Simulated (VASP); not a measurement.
# CuSn3 (P6_3/mmc) in VASP: a series of runs

The runs below take CuSn3 through single point, with PBE.

All numbers are computed with VASP 6.6.1; they aren't measurements. Logs are shortened: lines on timing, memory, paths and dates and some standing lists are left out, and cuts for length are marked.

### 1 The cell of the first run

The structure is hexagonal, space group P6_3/mmc (No. 194). The conventional cell has a = 6.623 Å, b = 6.623 Å, c = 5.005 Å, α = 90.00°, β = 90.00°, γ = 120.00°. Cu (site symmetry -6m2) has 12 Sn at 3.11 to 3.31 Å within 4.1 Å. Within 4.1 Å of Sn (site symmetry mm2) lie 4 Cu at 3.11 to 3.31 Å and 8 Sn at 3.19 to 3.42 Å.

### 2 Single point, PBE

The input, INCAR:

```
PREC = Accurate ; ENCUT = 520
EDIFF = 1E-6 ; ISMEAR = 0
SIGMA = 0.1 ; LREAL = F
LASPH = T ; NELM = 100
ALGO = Fast ; ISIF = 2
LWAVE = F ; LCHARG = T
GGA = PE ; LELF = T
LVHAR = T ; NBANDS = 63
```

The input, KPOINTS:

```
regular mesh
0
Gamma
  3 3 4
```

The input, POSCAR:

```
CuSn3
1.0
    6.6228841300      0.0000000000      0.0000000000
   -3.3114420600      5.7355859000      0.0000000000
    0.0000000000      0.0000000000      5.0048079500
Cu Sn
2 6
Direct
    0.6666666700      0.3333333300      0.2500000000
    0.3333333300      0.6666666700      0.7500000000
    0.3446790000      0.1723395000      0.7500000000
    0.8276605000      0.1723395000      0.7500000000
    0.8276605000      0.6553210000      0.7500000000
    0.6553210000      0.8276605000      0.2500000000
    0.1723395000      0.8276605000      0.2500000000
    0.1723395000      0.3446790000      0.2500000000
```

Potentials or basis: VASP PAW PBE potentials, release 64 (Cu, Sn_d).

Launch:

```console
cat potpaw_PBE.64/Cu/POTCAR potpaw_PBE.64/Sn_d/POTCAR > POTCAR
mpirun -np 1 vasp_std > vasp.out
```

OUTCAR:

```text
PREC = Accurate
   ENCUT = 520
   EDIFF = 1E-6
   ISMEAR = 0
   LREAL = F
   LASPH = T
   NELM = 100
   ISIF = 2
   GGA = PE

 ion  position               nearest neighbor table
   1  0.667  0.333  0.250-   4 3.11   4 3.11   5 3.11   5 3.11   3 3.11   3 3.11
   2  0.333  0.667  0.750-   7 3.11   7 3.11   8 3.11   8 3.11   6 3.11   6 3.11
   3  0.345  0.172  0.750-   1 3.11   1 3.11   7 3.19   7 3.19   8 3.19   8 3.19   5 3.20   4 3.20
                             5 3.42   4 3.42
   4  0.828  0.172  0.750-   1 3.11   1 3.11   6 3.19   6 3.19   8 3.19   8 3.19   5 3.20   3 3.20
                             5 3.42   3 3.42
   5  0.828  0.655  0.750-   1 3.11   1 3.11   6 3.19   6 3.19   7 3.19   7 3.19   4 3.20   3 3.20
                             4 3.42   3 3.42
   6  0.655  0.828  0.250-   2 3.11   2 3.11   4 3.19   4 3.19   5 3.19   5 3.19   8 3.20   7 3.20
                             8 3.42   7 3.42
   7  0.172  0.828  0.250-   2 3.11   2 3.11   3 3.19   3 3.19   5 3.19   5 3.19   8 3.20   6 3.20
                             8 3.42   6 3.42
   8  0.172  0.345  0.250-   2 3.11   2 3.11   3 3.19   3 3.19   4 3.19   4 3.19   7 3.20   6 3.20
                             7 3.42   6 3.42

  LATTYP: Found a hexagonal cell.
 ALAT       =     6.6228841300
 C/A-ratio  =     0.7556840572

  Lattice vectors:

 A1 = (   6.6228841300,   0.0000000000,   0.0000000000)
 A2 = (  -3.3114420600,   5.7355859000,   0.0000000000)
 A3 = (   0.0000000000,   0.0000000000,   5.0048079500)

Analysis of symmetry for initial positions (statically):
=====================================================================
 Subroutine PRICEL returns:
 Original cell was already a primitive cell.

 Routine SETGRP: Setting up the symmetry group for a
 hexagonal supercell.

 Subroutine GETGRP returns: Found 24 space group operations
 (whereof 12 operations were pure point group operations)
 out of a pool of 24 trial point group operations.

The static configuration has the point symmetry D_3d.
 The point group associated with its full space group is D_6h.

Analysis of symmetry for dynamics (positions and initial velocities):
=====================================================================
 Subroutine PRICEL returns:
 Original cell was already a primitive cell.

 Routine SETGRP: Setting up the symmetry group for a
 hexagonal supercell.

 Subroutine GETGRP returns: Found 24 space group operations
 (whereof 12 operations were pure point group operations)
 out of a pool of 24 trial point group operations.

The dynamic configuration has the point symmetry D_3d.
 The point group associated with its full space group is D_6h.

 Subroutine INISYM returns: Found 24 space group operations
 (whereof 12 operations are pure point group operations),
 and found     1 'primitive' translations

----------------------------------------------------------------------------------------

                                     Primitive cell

  volume of cell :     190.1132

  direct lattice vectors                    reciprocal lattice vectors
     6.622884130  0.000000000  0.000000000     0.150991619  0.087175052  0.000000000
    -3.311442060  5.735585900  0.000000000     0.000000000  0.174350104  0.000000000
     0.000000000  0.000000000  5.004807950     0.000000000  0.000000000  0.199807867

  length of vectors
     6.622884130  6.622884125  5.004807950     0.174350104  0.174350104  0.199807867

  position of ions in fractional coordinates (direct lattice)
     0.666666670  0.333333330  0.250000000
     0.333333330  0.666666670  0.750000000
     0.344679000  0.172339500  0.750000000
     0.827660500  0.172339500  0.750000000
     0.827660500  0.655321000  0.750000000
     0.655321000  0.827660500  0.250000000
     0.172339500  0.827660500  0.250000000
     0.172339500  0.344679000  0.250000000

  ion indices of the primitive-cell ions
   primitive index   ion index
                 1           1
                 2           2
                 3           3
                 4           4
                 5           5
                 6           6
                 7           7
                 8           8

----------------------------------------------------------------------------------------

 KPOINTS: regular mesh

Automatic generation of k-mesh.
 Grid dimensions read from file:
 generate k-points for:    3    3    4

 Generating k-lattice:

  Cartesian coordinates                     Fractional coordinates (reciprocal lattice)
     0.050330540  0.029058351  0.000000000     0.333333333  0.000000000  0.000000000
     0.000000000  0.058116701  0.000000000     0.000000000  0.333333333  0.000000000
     0.000000000  0.000000000  0.049951967     0.000000000  0.000000000  0.250000000

  Length of vectors
     0.058116701  0.058116701  0.049951967

  Shift w.r.t. Gamma in fractional coordinates (k-lattice)
     0.000000000  0.000000000  0.000000000

 Subroutine IBZKPT returns following result:
 ===========================================

 Found      9 irreducible k-points:

 Following reciprocal coordinates:
            Coordinates               Weight
  0.000000  0.000000  0.000000      1.000000
  0.333333  0.000000  0.000000      6.000000
  0.333333  0.333333  0.000000      2.000000
  0.000000  0.000000  0.250000      2.000000
  0.333333  0.000000  0.250000     12.000000
  0.333333  0.333333  0.250000      4.000000
  0.000000  0.000000  0.500000      1.000000
  0.333333  0.000000  0.500000      6.000000
  0.333333  0.333333  0.500000      2.000000
   k-points           NKPTS =      9   k-points in BZ     NKDIM =      9   number of bands    NBANDS=     63
   number of dos      NEDOS =    301   number of ions     NIONS =      8
   total plane-waves  NPLWV = 100000
   dimension x,y,z NGX =    50 NGY =   50 NGZ =   40
   dimension x,y,z NGXF=   100 NGYF=  100 NGZF=   80
   ions per type =               2   6
   NGX,Y,Z   is equivalent  to a cutoff of  12.55, 12.55, 13.29 a.u.
   NGXF,Y,Z  is equivalent  to a cutoff of  25.10, 25.10, 26.57 a.u.
 SYSTEM =  unknown system
   PREC   = accura    normal or accurate (medium, high low for compatibility)
   ISTART =      0    job   : 0-new  1-cont  2-samecut
   ICHARG =      2    charge: 1-file 2-atom 10-const
   ISPIN  =      1    spin polarized calculation?
   LNONCOLLINEAR =      F non collinear calculations
   LSORBIT =      F    spin-orbit coupling
   LASPH  =      T    aspherical Exc in radial PAW
   ENCUT  =  520.0 eV  38.22 Ry    6.18 a.u.  12.31 12.31  9.31*2*pi/ulx,y,z
   NELM   =    100;   NELMIN=  2; NELMDL= -5     # of ELM steps
   EDIFF  = 0.1E-05   stopping-criterion for ELM
   LREAL  =      F    real-space projection
   EDIFFG = 0.1E-04   stopping-criterion for IOM
   NSW    =      0    number of steps for IOM
   IBRION =     -1    ionic relax: 0-MD 1-quasi-New 2-CG
   NFREE  =      0    steps in history (QN), initial steepest desc. (CG)
   ISIF   =      2    stress and relaxation
   ISYM   =      2    0-nonsym 1-usesym 2-fastsym
   POTIM  = 0.5000    time-step for ionic-motion
   TEBEG  =    0.0;   TEEND  =   0.0 temperature during run
   PSTRESS=    0.0 pullay stress
   NELECT =     106.0000    total number of electrons
   NUPDOWN=      -1.0000    fix difference up-down
   EMIN   =  10.00;   EMAX   =-10.00  energy-range for DOS
   EFERMI =   0.00;   METHOD = LEGACY
   ISMEAR =     0;   SIGMA  =   0.10  broadening in eV -4-tet -1-fermi 0-gaus
   EFERMI_NEDOS =   21; number of points for ismear=-14 and -15
   IALGO  =     68    algorithm
   IMIX   =      4    mixing-type and parameters
     AMIX     =   0.40;   BMIX     =  1.00
     AMIX_MAG =   1.60;   BMIX_MAG =  1.00
  volume/ion in A,a.u.               =      23.76       160.37
  Fermi-wavevector in a.u.,A,eV,Ry     =   1.347429  2.546272 24.702273  1.815566
  Thomas-Fermi vector in A             =   2.475181
   LORBIT       =      0    0 simple, 1 ext, 2 COOP (PROOUT), +10 PAW based schemes
   GGA     = PE    functional components
   LHFCALC =     F    Hartree Fock is set to
   AEXX    =    0.0000 exact exchange contribution
   IVDW    =     0    specifies the selected vdW correction
   LEPSILON=     F    determine dielectric tensor
   LRPA    =     F    only Hartree local field effects (RPA)
 non-spin polarized calculation
 RMM-DIIS sequential band-by-band and
 Gauss-broadening in eV      SIGMA  =   0.10
  energy-cutoff  :      520.00
  volume of cell :      190.11
 maximum number of plane-waves:      5167
 NGX is ok and might be reduce to    50
   NGX = 25   NGY = 25   NGZ = 19

 number of electron     106.0000019 magnetization

 Free energy of the ion-electron system (eV)
  ---------------------------------------------------
  ext. energy  EPLUGINS =         0.00000000
  ---------------------------------------------------
  free energy    TOTEN  =       -28.52869459 eV

  energy without entropy =      -28.51288344  energy(sigma->0) =      -28.52078902

 E-fermi :   8.0175     XC(G=0): -10.5897

 val. band max:        7.9696351952   @ k =   0.0000   0.0000   0.0000
 cond. band min:       8.0650597220   @ k =   0.0000   0.0000   0.2500
 fundamental gap:      0.0954245269
 Fermi energy:         8.0174616034

 k-point     1 :       0.0000    0.0000    0.0000
  band No.  band energies     occupation
      1     -13.7251      2.00000
      2     -13.7171      2.00000
      3     -13.7171      2.00000
      4     -13.6944      2.00000
      5     -13.6804      2.00000
      6     -13.6560      2.00000
[... 55 lines left out ...]
     62      11.1196      0.00000
     63      11.3724      0.00000

 k-point     2 :       0.3333    0.0000    0.0000
  band No.  band energies     occupation
      1     -13.7103      2.00000
      2     -13.6998      2.00000
      3     -13.6850      2.00000
      4     -13.6727      2.00000
      5     -13.6701      2.00000
      6     -13.6609      2.00000
[... 451 lines left out ...]
     62      12.8540      0.00000
     63      12.8731      0.00000

 k-point     9 :       0.3333    0.3333    0.5000
  band No.  band energies     occupation
      1     -13.6892      2.00000
      2     -13.6892      2.00000
      3     -13.6674      2.00000
      4     -13.6674      2.00000
      5     -13.6344      2.00000
      6     -13.6344      2.00000
[... 55 lines left out ...]
     62      10.8122      0.00000
     63      12.1728      0.00000

------------------------ aborting loop because EDIFF is reached ----------------------------------------

  FORCE on cell =-STRESS in cart. coord.  units (eV):
  Direction    XX          YY          ZZ          XY          YZ          ZX
  --------------------------------------------------------------------------------------
  -------------------------------------------------------------------------------------
  Total       -1.6649283     -1.6649283      7.1870326     -0.0000000      0.0000000      0.0000000
  in kB      -14.0311656    -14.0311655     60.5686419     -0.0000000      0.0000000      0.0000000
  external PRESSURE =      10.8354369 kB  Pullay stress =       0.0000000 kB

 VOLUME and BASIS-vectors are now :
 -----------------------------------------------------------------------------
  energy-cutoff  :      520.00
  volume of cell :      190.11
      direct lattice vectors                 reciprocal lattice vectors
     6.622884130  0.000000000  0.000000000     0.150991619  0.087175052  0.000000000
    -3.311442060  5.735585900  0.000000000     0.000000000  0.174350104  0.000000000
     0.000000000  0.000000000  5.004807950     0.000000000  0.000000000  0.199807867

 POSITION                                       TOTAL-FORCE (eV/Angst)
 -----------------------------------------------------------------------------------
      3.31144      1.91186      1.25120         0.000000     -0.000000     -0.000000
     -0.00000      3.82372      3.75361         0.000000      0.000000     -0.000000
      1.71208      0.98847      3.75361         0.216131      0.124783     -0.000000
      4.91081      0.98847      3.75361        -0.216131      0.124783      0.000000
      3.31144      3.75865      3.75361        -0.000000     -0.249567      0.000000
      1.59937      4.74712      1.25120        -0.216131     -0.124783     -0.000000
     -1.59937      4.74712      1.25120         0.216131     -0.124783      0.000000
      0.00000      1.97694      1.25120         0.000000      0.249567     -0.000000
 -----------------------------------------------------------------------------------
    total drift:                               -0.000021      0.000012     -0.000000

  FREE ENERGIE OF THE ION-ELECTRON SYSTEM (eV)
  ---------------------------------------------------
  free  energy   TOTEN  =       -28.5286945894 eV

  energy  without entropy=      -28.5128834409  energy(sigma->0) =      -28.52078902
```

Wall time 5.4 min (1 thread of AMD EPYC 7R13, shared host); peak memory 0.31 GiB.

Results:

```
Free energy            : -28.5287 eV
Pressure               : 1.1 GPa
Largest force          : 0.250 eV/Å
Band gap on the k mesh : zero (band 53 reaches 9.11 eV, above the bottom of band 54 at 5.93 eV)
```

Forces in eV/Å, atoms in the order of the input:
```
Cu   0.000  0.000  0.000
Cu   0.000  0.000  0.000
Sn   0.216  0.125  0.000
Sn  -0.216  0.125  0.000
Sn   0.000 -0.250  0.000
Sn  -0.216 -0.125  0.000
Sn   0.216 -0.125  0.000
Sn   0.000  0.250  0.000
```

Levels at points of the mesh, in eV from the Fermi level:
| k point | band 50 | band 51 | band 52 | band 53 | band 54 | band 55 | band 56 | band 57 | band 58 | band 59 |
| --- | --- | --- | --- | --- | --- | --- | --- | --- | --- | --- |
| (0.00, 0.00, 0.00) | -0.78 | -0.78 | -0.20 | -0.20 | -0.05 | -0.05 | 0.86 | 1.30 | 1.91 | 2.03 |
| (0.00, 0.00, 0.50) | -2.30 | -2.30 | -2.30 | -2.08 | -2.08 | 3.82 | 3.82 | 3.89 | 3.89 | 4.47 |

Caveat: the k points lie up to 0.37 Å⁻¹ apart; spin-orbit coupling is left out, which moves the levels of the heavy elements.

### 3 Single point, PBE

This run uses another cell than the first one, of 25.95 Å³/atom, 1.092 times its volume.

The input, INCAR:

```
SYSTEM = CuSn3
PREC = Accurate ; ENCUT = 520
EDIFF = 1E-7 ; ISMEAR = 0
SIGMA = 0.1 ; LREAL = .False.
LASPH = .True. ; NELM = 80
ALGO = Fast ; ISIF = 2
LWAVE = .False. ; LCHARG = .False.
GGA = PE ; NBANDS = 63
```

The input, KPOINTS:

```
regular mesh
0
Gamma
  6 6 8
  0 0 0
```

The input, POSCAR:

```
CuSn3
1.0
    8.4963682565     -0.0000000037      0.0000000000
   -4.2481841250      7.3580707519      0.0000000000
    0.0000000000      0.0000000000      3.3201343765
Cu Sn
2 6
Direct
    0.6666666667      0.3333333333      0.2500000000
    0.3333333333      0.6666666667      0.7500000000
    0.3693064530      0.1846532265      0.7500000000
    0.8153467735      0.1846532265      0.7500000000
    0.8153467735      0.6306935470      0.7500000000
    0.6306935470      0.8153467735      0.2500000000
    0.1846532265      0.8153467735      0.2500000000
    0.1846532265      0.3693064530      0.2500000000
```

Potentials or basis: VASP PAW PBE potentials, release 64 (Cu, Sn_d).

Launch:

```console
cat potpaw_PBE.64/Cu/POTCAR potpaw_PBE.64/Sn_d/POTCAR > POTCAR
mpirun -np 1 vasp_std > vasp.out
```

It took 9.8 min on 1 thread of AMD EPYC 9R14 (Zen 4), shared host; peak memory 0.51 GiB.

The run converged. Its results:

```yaml
Free_energy: -29.5222 eV
Pressure: 0.0 GPa
Largest_force: 0.015 eV/Å
Band_gap_on_the_k_mesh: zero (band 53 reaches 9.60 eV, above the bottom of band 54 at 5.53 eV)
```

Forces on the atoms (eV/Å):
```
Cu   0.000  0.000  0.000
Cu   0.000  0.000  0.000
Sn  -0.013 -0.007  0.000
Sn   0.013 -0.007  0.000
Sn   0.000  0.015  0.000
Sn   0.013  0.007  0.000
Sn  -0.013  0.007  0.000
Sn   0.000 -0.015  0.000
```

Levels at points of the mesh, in eV from the Fermi level:
```tsv
k point	band 51	band 52	band 53	band 54	band 55	band 56
(0.00, 0.00, 0.00)	-0.03	-0.03	0.67	0.79	0.79	2.64
(0.50, 0.00, 0.00)	-1.07	-0.43	1.38	1.43	3.34	3.61
(0.00, 0.00, 0.50)	-2.42	-2.42	-1.24	-1.24	1.68	1.68
(0.50, 0.00, 0.50)	-1.52	-1.52	-0.23	-0.23	0.33	0.33
```

Caveat: spin-orbit coupling is left out, which moves the levels of the heavy elements.
